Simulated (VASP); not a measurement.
Pt, 7 atoms in the cell. Symmetry: Pm-3m, No. 221, cubic system. The conventional cell has a = 5.187 Å, b = 5.187 Å, c = 5.187 Å, α = 90.00°, β = 90.00°, γ = 90.00°. Within 3.4 Å of Pt (site symmetry 4/mmm) lie 6 Pt at 2.59 Å. Within 3.4 Å of Pt (site symmetry m-3m) lie 6 Pt at 2.59 Å. Pt (site symmetry 4/mmm) has 4 Pt at 2.59 Å within 3.4 Å. The cell was generated, and may not be a known phase.

| Item | Value |
| --- | --- |
| Program | VASP 6.6.1 |
| Task | relaxation of cell and atoms |
| Functional | PBE |
| Potentials or basis | VASP PAW PBE potentials, release 64 (Pt) |
| Cutoff | 600 eV |
| k mesh | 8 × 8 × 8 |
| Occupations | gaussian, width 0.1 eV |
| Spin | no spin polarisation |
| Dipole correction | no |
| Further INCAR settings | ALGO = Fast; EDIFF = 1e-06; IBRION = 2; EDIFFG = -0.01; NSW = 100; ISIF = 3 |

Potentials or basis: VASP PAW PBE potentials, release 64 (Pt).

Command:

```console
$ cat potpaw_PBE.64/Pt/POTCAR > POTCAR
$ mpirun -np 1 vasp_std > vasp.out
```

Hardware: 1 thread of AMD EPYC 9R45 96-Core Processor (Zen 5), with other jobs on the host.

Question: How long does it take, and how much memory?

Answer: It took 5.2 min on 1 thread of AMD EPYC 9R45 96-Core Processor (Zen 5), on a shared host, peak memory 0.35 GiB. Counts: scf iterations 36, k points 35, ion steps 3.
